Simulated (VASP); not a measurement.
# PbSe (Pm-3m) in VASP: a series of runs

PbSe is run at these levels: PBEsol; tasks: single point.

Everything below comes from runs of VASP 6.6.1. Logs are shortened: lines on timing, memory, paths and dates and some standing lists are left out, and cuts for length are marked.

### Step 1. The cell of the first run

Symmetry: Pm-3m, No. 221, cubic system. Conventional cell: a = 3.759 Å, b = 3.759 Å, c = 3.759 Å, α = 90.00°, β = 90.00°, γ = 90.00°. Pb (site symmetry m-3m) has 8 Se at 3.26 Å and 6 Pb at 3.76 Å within 4.3 Å. Within 4.3 Å of Se (site symmetry m-3m) lie 8 Pb at 3.26 Å and 6 Se at 3.76 Å.

### Step 2. Single point, PBEsol

File INCAR:

```
PREC = Accurate
ENCUT = 500
EDIFF = 1E-6
ISMEAR = -1
SIGMA = 0.1
LREAL = False
LASPH = True
NELM = 120
ALGO = Normal
ISIF = 2
LWAVE = False
LCHARG = False
GGA = PS
NBANDS = 17
GGA_COMPAT = False
```

File KPOINTS:

```
Automatic mesh
0
Gamma
  6 6 6
```

File POSCAR:

```
PbSe
1.0
    3.7589231005      0.0000000000      0.0000000000
    0.0000000000      3.7589231005      0.0000000000
    0.0000000000      0.0000000000      3.7589231005
Pb Se
1 1
Direct
    0.0000000000      0.0000000000      0.0000000000
    0.5000000000      0.5000000000      0.5000000000
```

Potentials or basis: VASP PAW PBE potentials, release 64 (Pb_d, Se).

Launch:

```console
cat potpaw_PBE.64/Pb_d/POTCAR potpaw_PBE.64/Se/POTCAR > POTCAR
mpirun -np 1 vasp_std > vasp.out
```

OUTCAR:

```text
PREC = Accurate
   ENCUT = 500
   EDIFF = 1E-6
   ISMEAR = -1
   LREAL = False
   LASPH = True
   NELM = 120
   ISIF = 2
   GGA = PS

 ion  position               nearest neighbor table
   1  0.000  0.000  0.000-   2 3.26   2 3.26   2 3.26   2 3.26   2 3.26   2 3.26   2 3.26   2 3.26

   2  0.500  0.500  0.500-   1 3.26   1 3.26   1 3.26   1 3.26   1 3.26   1 3.26   1 3.26   1 3.26

  LATTYP: Found a simple cubic cell.
 ALAT       =     3.7589231005

  Lattice vectors:

 A1 = (   3.7589231005,   0.0000000000,   0.0000000000)
 A2 = (   0.0000000000,   3.7589231005,   0.0000000000)
 A3 = (   0.0000000000,   0.0000000000,   3.7589231005)

Analysis of symmetry for initial positions (statically):
=====================================================================
 Subroutine PRICEL returns:
 Original cell was already a primitive cell.

 Routine SETGRP: Setting up the symmetry group for a
 simple cubic supercell.

 Subroutine GETGRP returns: Found 48 space group operations
 (whereof 48 operations were pure point group operations)
 out of a pool of 48 trial point group operations.

The static configuration has the point symmetry O_h .

Analysis of symmetry for dynamics (positions and initial velocities):
=====================================================================
 Subroutine PRICEL returns:
 Original cell was already a primitive cell.

 Routine SETGRP: Setting up the symmetry group for a
 simple cubic supercell.

 Subroutine GETGRP returns: Found 48 space group operations
 (whereof 48 operations were pure point group operations)
 out of a pool of 48 trial point group operations.

The dynamic configuration has the point symmetry O_h .

 Subroutine INISYM returns: Found 48 space group operations
 (whereof 48 operations are pure point group operations),
 and found     1 'primitive' translations

----------------------------------------------------------------------------------------

                                     Primitive cell

  volume of cell :      53.1117

  direct lattice vectors                    reciprocal lattice vectors
     3.758923101  0.000000000  0.000000000     0.266033641  0.000000000  0.000000000
     0.000000000  3.758923101  0.000000000     0.000000000  0.266033641  0.000000000
     0.000000000  0.000000000  3.758923101     0.000000000  0.000000000  0.266033641

  length of vectors
     3.758923101  3.758923101  3.758923101     0.266033641  0.266033641  0.266033641

  position of ions in fractional coordinates (direct lattice)
     0.000000000  0.000000000  0.000000000
     0.500000000  0.500000000  0.500000000

  ion indices of the primitive-cell ions
   primitive index   ion index
                 1           1
                 2           2

----------------------------------------------------------------------------------------

 KPOINTS: Automatic mesh

Automatic generation of k-mesh.
 Grid dimensions read from file:
 generate k-points for:    6    6    6

 Generating k-lattice:

  Cartesian coordinates                     Fractional coordinates (reciprocal lattice)
     0.044338940  0.000000000  0.000000000     0.166666667  0.000000000  0.000000000
     0.000000000  0.044338940  0.000000000     0.000000000  0.166666667  0.000000000
     0.000000000  0.000000000  0.044338940     0.000000000  0.000000000  0.166666667

  Length of vectors
     0.044338940  0.044338940  0.044338940

  Shift w.r.t. Gamma in fractional coordinates (k-lattice)
     0.000000000  0.000000000  0.000000000

 Subroutine IBZKPT returns following result:
 ===========================================

 Found     20 irreducible k-points:

 Following reciprocal coordinates:
            Coordinates               Weight
  0.000000  0.000000  0.000000      1.000000
  0.166667  0.000000  0.000000      6.000000
  0.333333  0.000000  0.000000      6.000000
  0.500000  0.000000  0.000000      3.000000
  0.166667  0.166667  0.000000     12.000000
  0.333333  0.166667  0.000000     24.000000
[... 12 lines left out ...]
  0.500000  0.500000  0.333333      6.000000
  0.500000  0.500000  0.500000      1.000000
   k-points           NKPTS =     20   k-points in BZ     NKDIM =     20   number of bands    NBANDS=     17
   number of dos      NEDOS =    301   number of ions     NIONS =      2
   total plane-waves  NPLWV =  21952
   dimension x,y,z NGX =    28 NGY =   28 NGZ =   28
   dimension x,y,z NGXF=    56 NGYF=   56 NGZF=   56
   ions per type =               1   1
   NGX,Y,Z   is equivalent  to a cutoff of  12.38, 12.38, 12.38 a.u.
   NGXF,Y,Z  is equivalent  to a cutoff of  24.77, 24.77, 24.77 a.u.
 SYSTEM =  unknown system
   PREC   = accura    normal or accurate (medium, high low for compatibility)
   ISTART =      0    job   : 0-new  1-cont  2-samecut
   ICHARG =      2    charge: 1-file 2-atom 10-const
   ISPIN  =      1    spin polarized calculation?
   LNONCOLLINEAR =      F non collinear calculations
   LSORBIT =      F    spin-orbit coupling
   LASPH  =      T    aspherical Exc in radial PAW
   ENCUT  =  500.0 eV  36.75 Ry    6.06 a.u.   6.85  6.85  6.85*2*pi/ulx,y,z
   NELM   =    120;   NELMIN=  2; NELMDL= -5     # of ELM steps
   EDIFF  = 0.1E-05   stopping-criterion for ELM
   LREAL  =      F    real-space projection
   EDIFFG = 0.1E-04   stopping-criterion for IOM
   NSW    =      0    number of steps for IOM
   IBRION =     -1    ionic relax: 0-MD 1-quasi-New 2-CG
   NFREE  =      0    steps in history (QN), initial steepest desc. (CG)
   ISIF   =      2    stress and relaxation
   ISYM   =      2    0-nonsym 1-usesym 2-fastsym
   POTIM  = 0.5000    time-step for ionic-motion
   TEBEG  =    0.0;   TEEND  =   0.0 temperature during run
   PSTRESS=    0.0 pullay stress
   NELECT =      20.0000    total number of electrons
   NUPDOWN=      -1.0000    fix difference up-down
   EMIN   =  10.00;   EMAX   =-10.00  energy-range for DOS
   EFERMI =   0.00;   METHOD = LEGACY
   ISMEAR =    -1;   SIGMA  =   0.10  broadening in eV -4-tet -1-fermi 0-gaus
   EFERMI_NEDOS =   21; number of points for ismear=-14 and -15
   IALGO  =     38    algorithm
   IMIX   =      4    mixing-type and parameters
     AMIX     =   0.40;   BMIX     =  1.00
     AMIX_MAG =   1.60;   BMIX_MAG =  1.00
  volume/ion in A,a.u.               =      26.56       179.21
  Fermi-wavevector in a.u.,A,eV,Ry     =   1.182192  2.234019 19.015205  1.397578
  Thomas-Fermi vector in A             =   2.318451
   LORBIT       =      0    0 simple, 1 ext, 2 COOP (PROOUT), +10 PAW based schemes
   GGA     = PS    functional components
   LHFCALC =     F    Hartree Fock is set to
   AEXX    =    0.0000 exact exchange contribution
   IVDW    =     0    specifies the selected vdW correction
   LEPSILON=     F    determine dielectric tensor
   LRPA    =     F    only Hartree local field effects (RPA)
 non-spin polarized calculation
  energy-cutoff  :      500.00
  volume of cell :       53.11
 maximum number of plane-waves:      1376
 NGX is ok and might be reduce to    28
   NGX = 13   NGY = 13   NGZ = 13

 number of electron      20.0000011 magnetization

 Free energy of the ion-electron system (eV)
  ---------------------------------------------------
  ext. energy  EPLUGINS =         0.00000000
  ---------------------------------------------------
  free energy    TOTEN  =        -8.49958645 eV

  energy without entropy =       -8.46804182  energy(sigma->0) =       -8.48381414

 E-fermi :   5.4321     XC(G=0): -10.2181

 val. band max:        5.3857676908   @ k =   0.5000   0.3333   0.3333
 cond. band min:       5.4568533594   @ k =   0.5000   0.0000   0.0000
 fundamental gap:      0.0710856685
 Fermi energy:         5.4321198226

 k-point     1 :       0.0000    0.0000    0.0000
  band No.  band energies     occupation
      1     -11.4207      2.00000
      2     -11.4207      2.00000
      3     -11.2605      2.00000
      4     -11.2605      2.00000
      5     -11.2605      2.00000
      6      -7.9626      2.00000
[... 9 lines left out ...]
     16      16.8332      0.00000
     17      18.2803      0.00000

 k-point     2 :       0.1667    0.0000    0.0000
  band No.  band energies     occupation
      1     -11.4188      2.00000
      2     -11.3894      2.00000
      3     -11.2722      2.00000
      4     -11.2722      2.00000
      5     -11.2594      2.00000
      6      -7.7553      2.00000
[... 9 lines left out ...]
     16      16.9447      0.00000
     17      17.6008      0.00000

 k-point     3 :       0.3333    0.0000    0.0000
  band No.  band energies     occupation
      1     -11.4150      2.00000
      2     -11.3272      2.00000
      3     -11.2956      2.00000
      4     -11.2956      2.00000
      5     -11.2573      2.00000
      6      -7.2297      2.00000
[... 9 lines left out ...]
     16      15.3501      0.00000
     17      18.1028      0.00000

 k-point     4 :       0.5000    0.0000    0.0000
  band No.  band energies     occupation
      1     -11.4131      2.00000
      2     -11.3072      2.00000
      3     -11.3072      2.00000
      4     -11.2962      2.00000
      5     -11.2562      2.00000
      6      -6.8620      2.00000
[... 9 lines left out ...]
     16      18.4355      0.00000
     17      18.7416      0.00000
[... 263 lines left out ...]
      1     -11.3629      2.00000
      2     -11.3476      2.00000
      3     -11.3313      2.00000
      4     -11.2646      2.00000
      5     -11.2313      2.00000
      6      -6.1011      2.00000
[... 9 lines left out ...]
     16      17.2724      0.00000
     17      20.5972      0.00000

 k-point    19 :       0.5000    0.5000    0.3333
  band No.  band energies     occupation
      1     -11.3731      2.00000
      2     -11.3457      2.00000
      3     -11.3457      2.00000
      4     -11.2474      2.00000
      5     -11.2129      2.00000
      6      -6.0027      2.00000
[... 9 lines left out ...]
     16      18.2874      0.00000
     17      21.1858      0.00000

 k-point    20 :       0.5000    0.5000    0.5000
  band No.  band energies     occupation
      1     -11.3613      2.00000
      2     -11.3613      2.00000
      3     -11.3613      2.00000
      4     -11.2123      2.00000
      5     -11.2123      2.00000
      6      -5.9390      2.00000
[... 9 lines left out ...]
     16      19.2925      0.00000
     17      22.8644      0.00000

------------------------ aborting loop because EDIFF is reached ----------------------------------------

  FORCE on cell =-STRESS in cart. coord.  units (eV):
  Direction    XX          YY          ZZ          XY          YZ          ZX
  --------------------------------------------------------------------------------------
  -------------------------------------------------------------------------------------
  Total       -0.7524114     -0.7524114     -0.7524114      0.0000000      0.0000000      0.0000000
  in kB      -22.6973736    -22.6973736    -22.6973736      0.0000000      0.0000000      0.0000000
  external PRESSURE =     -22.6973736 kB  Pullay stress =       0.0000000 kB

 VOLUME and BASIS-vectors are now :
 -----------------------------------------------------------------------------
  energy-cutoff  :      500.00
  volume of cell :       53.11
      direct lattice vectors                 reciprocal lattice vectors
     3.758923101  0.000000000  0.000000000     0.266033641  0.000000000  0.000000000
     0.000000000  3.758923101  0.000000000     0.000000000  0.266033641  0.000000000
     0.000000000  0.000000000  3.758923101     0.000000000  0.000000000  0.266033641

 POSITION                                       TOTAL-FORCE (eV/Angst)
 -----------------------------------------------------------------------------------
      0.00000      0.00000      0.00000         0.000000      0.000000      0.000000
      1.87946      1.87946      1.87946         0.000000      0.000000      0.000000
 -----------------------------------------------------------------------------------
    total drift:                               -0.000000      0.000000     -0.000000

  FREE ENERGIE OF THE ION-ELECTRON SYSTEM (eV)
  ---------------------------------------------------
  free  energy   TOTEN  =        -8.4995864517 eV

  energy  without entropy=       -8.4680418248  energy(sigma->0) =       -8.48381414
```

It took 7 s on 1 thread of Intel Xeon 6975P-C (Granite Rapids), shared host; peak memory 0.16 GiB.

Results:

```
Free energy            : -8.4996 eV
Pressure               : -2.3 GPa
Band gap on the k mesh : zero (band 10 reaches 5.53 eV, above the bottom of band 11 at 4.70 eV)
```

Caveat: the PAW data sets were made with another functional, which shifts forces and pressure a little; spin-orbit coupling is left out, which moves the levels of the heavy elements.

### Step 3. Single point, PBEsol

This run uses another cell than the first one, of 27.10 Å³/atom, 1.020 times its volume.

File INCAR:

```
SYSTEM = PbSe
PREC = Accurate
ENCUT = 500
EDIFF = 1E-6
ISMEAR = -1
SIGMA = 0.1
LREAL = .FALSE.
LASPH = .TRUE.
NELM = 120
ALGO = Normal
ISIF = 2
LWAVE = .FALSE.
LCHARG = .FALSE.
GGA = PS
NBANDS = 17
GGA_COMPAT = .FALSE.
```

File KPOINTS:

```
regular mesh
0
G
  6 6 6
  0 0 0
```

File POSCAR:

```
PbSe
1.0
    3.7843220000      0.0000000000      0.0000000000
    0.0000000000      3.7843220000      0.0000000000
    0.0000000000      0.0000000000      3.7843220000
Pb Se
1 1
Direct
    0.0000000000      0.0000000000      0.0000000000
    0.5000000000      0.5000000000      0.5000000000
```

Potentials or basis: VASP PAW PBE potentials, release 64 (Pb_d, Se).

Launch:

```console
cat potpaw_PBE.64/Pb_d/POTCAR potpaw_PBE.64/Se/POTCAR > POTCAR
mpirun -np 1 vasp_std > vasp.out
```

Wall time 7.2 s (1 thread of Intel Xeon 6975P-C (Granite Rapids), shared host); peak memory 0.16 GiB.

Results (log left out):

- Free energy: -8.4816 eV
- Pressure: -3.2 GPa
- Band gap on the k mesh: zero (band 10 reaches 5.29 eV, above the bottom of band 11 at 4.54 eV)

Levels at points of the mesh, in eV from the Fermi level:
| k point | band 8 | band 9 | band 10 | band 11 | band 12 | band 13 |
| --- | --- | --- | --- | --- | --- | --- |
| (0.00, 0.00, 0.00) | -1.55 | -1.55 | -1.55 | 5.00 | 5.00 | 6.00 |
| (0.50, 0.00, 0.00) | -0.33 | -0.32 | -0.32 | 0.00 | 3.33 | 3.33 |
| (0.50, 0.50, 0.00) | -4.42 | -4.42 | -0.06 | 4.04 | 4.04 | 4.93 |
| (0.50, 0.50, 0.50) | -2.40 | -2.40 | -2.40 | -0.69 | -0.69 | -0.69 |

Caveat: the PAW data sets were made with another functional, which shifts forces and pressure a little; spin-orbit coupling is left out, which moves the levels of the heavy elements.

### Step 4. Single point, PBEsol

This run uses another cell than the first one, of 27.64 Å³/atom, 1.041 times its volume.

File INCAR:

```
PREC     = Accurate       # precision mode
ENCUT    = 500            # plane-wave cutoff, eV
EDIFF    = 1E-6           # SCF threshold, eV
ISMEAR   = -1             # smearing method
SIGMA    = 0.1            # smearing width, eV
LREAL    = F              # projectors in reciprocal space
LASPH    = T              # aspherical terms in the spheres
NELM     = 120            # most SCF steps
ALGO     = Normal         # electronic algorithm
ISIF     = 2              # what is computed and relaxed
LWAVE    = F              # write WAVECAR
LCHARG   = T              # write CHGCAR
GGA      = PS             # functional
LELF     = T              # ELF
LVHAR    = T            
NBANDS   = 17             # bands
GGA_COMPAT= F
```

File KPOINTS:

```
regular mesh
0
Gamma
  6 6 6
```

File POSCAR:

```
PbSe
1.0
    3.8093844655      0.0000000000      0.0000000000
    0.0000000000      3.8093844655      0.0000000000
    0.0000000000      0.0000000000      3.8093844655
Pb Se
1 1
Direct
    0.0000000000      0.0000000000      0.0000000000
    0.5000000000      0.5000000000      0.5000000000
```

Launch:

```console
cat potpaw_PBE.64/Pb_d/POTCAR potpaw_PBE.64/Se/POTCAR > POTCAR
mpirun -np 1 vasp_std > vasp.out
```

It took 9.9 s on 1 thread of Intel Xeon 6975P-C (Granite Rapids), shared host; peak memory 0.16 GiB.

It converged, with:

* Free energy: -8.4578 eV
* Pressure: -4.0 GPa
* Band gap on the k mesh: zero (band 10 reaches 5.07 eV, above the bottom of band 11 at 4.38 eV)

Levels at points of the mesh, in eV from the Fermi level:
```tsv
k point	band 8	band 9	band 10	band 11	band 12	band 13
(0.00, 0.00, 0.00)	-1.51	-1.51	-1.51	5.01	5.01	5.85
(0.50, 0.00, 0.00)	-0.38	-0.32	-0.32	-0.03	3.29	3.29
(0.50, 0.50, 0.00)	-4.31	-4.31	-0.06	3.96	3.96	4.82
(0.50, 0.50, 0.50)	-2.34	-2.34	-2.34	-0.65	-0.65	-0.65
```

Caveat: the PAW data sets were made with another functional, which shifts forces and pressure a little; spin-orbit coupling is left out, which moves the levels of the heavy elements.

(Continued in part 2 of 2.)
